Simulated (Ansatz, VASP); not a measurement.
## Os in VASP and in Ansatz

```
Os
1.0
     0.00000    1.88665    1.88665
     1.88665    0.00000    1.88665
     1.88665    1.88665    0.00000
Os
1
Direct
  0.00000 0.00000 0.00000
```

Change from the starting cell: strain -0.030 along x and y, -0.030 along z, atoms carried along.

Alike in both runs: task single point; functional r2SCAN; k mesh 20 × 20 × 20; occupations gaussian, width 0.15 eV; no spin polarisation.

|  | VASP | Ansatz |
| --- | --- | --- |
| version | VASP 6.6.1 | Ansatz 0.2.0 |
| potentials or method | VASP PAW PBE potentials, release 64 (Os_sv_GW), cutoff 620 eV | scalar-relativistic, plane waves, PAW |
| valence electrons in the cell | 16 | 16 |

|  | VASP | Ansatz | Ansatz less VASP |
| --- | --- | --- | --- |
| gap on the k mesh at the Fermi level (eV) | none | none | - |
| pressure (GPa) | 21.1 | 21.8 | +0.67 |

VASP's potentials were made for PBE, not for r2SCAN. A gap of «none» marks a metal or a gap that the smearing closes. The functional is the same, so the differences come from potentials, cutoffs and numerics.

Spin-orbit coupling is off throughout.
